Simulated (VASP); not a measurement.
Wanted: the native input for a VASP 6.6.1 run.

```
Task                   : single point
Functional             : LDA
Potentials or basis    : VASP PAW LDA potentials, release 64 (Ba_sv)
Cutoff                 : 520 eV
k mesh                 : 5 × 5 × 5
Occupations            : methfessel-paxton, width 0.02 eV
Spin                   : no spin polarisation
Dipole correction      : no
Further INCAR settings : ALGO = Normal; EDIFF = 1e-07; NBANDS = 28
```

The structure of Ba lies in POSCAR:

```
Ba
1.0
   -4.1311947500      4.1311947500      3.8367706500
    4.1311947500     -4.1311947500      3.8367706500
    4.1311947500      4.1311947500     -3.8367706500
Ba
4
Direct
    0.8181421101      0.6818578899      0.5000000000
    0.1818578899      0.3181421101      0.5000000000
    0.3181421101      0.8181421101      0.1362842202
    0.6818578899      0.1818578899      0.8637157798
```

These files were run (other wordings do the same):

INCAR

```
  PREC = Accurate
  ENCUT = 520
  EDIFF = 1E-7
  ISMEAR = 1
  SIGMA = 0.02
  LREAL = False
  LASPH = True
  NELM = 100
  ALGO = Normal
  ISIF = 2
  LWAVE = False
  LCHARG = False
  GGA = CA
  NBANDS = 28
```

KPOINTS

```
regular mesh
0
Gamma
  5 5 5
```

Potentials or basis: VASP PAW LDA potentials, release 64 (Ba_sv).

The run is started by

```bash
$ cat potpaw_LDA.64/Ba_sv/POTCAR > POTCAR
$ mpirun -np 1 vasp_std > vasp.out
```

It gave:

| Property | Result |
| --- | --- |
| Pressure | -1.3 GPa |
| Largest force | 0.132 eV/Å |
| Band gap on the k mesh | zero (bands 20 and 21 overlap by 0.28 eV) |

Caveat: spin-orbit coupling is left out, which moves the levels of the heavy elements.

Wall time 74 s on 1 thread of Intel(R) Xeon(R) 6975P-C (Granite Rapids), on a shared host, peak memory 0.34 GiB.
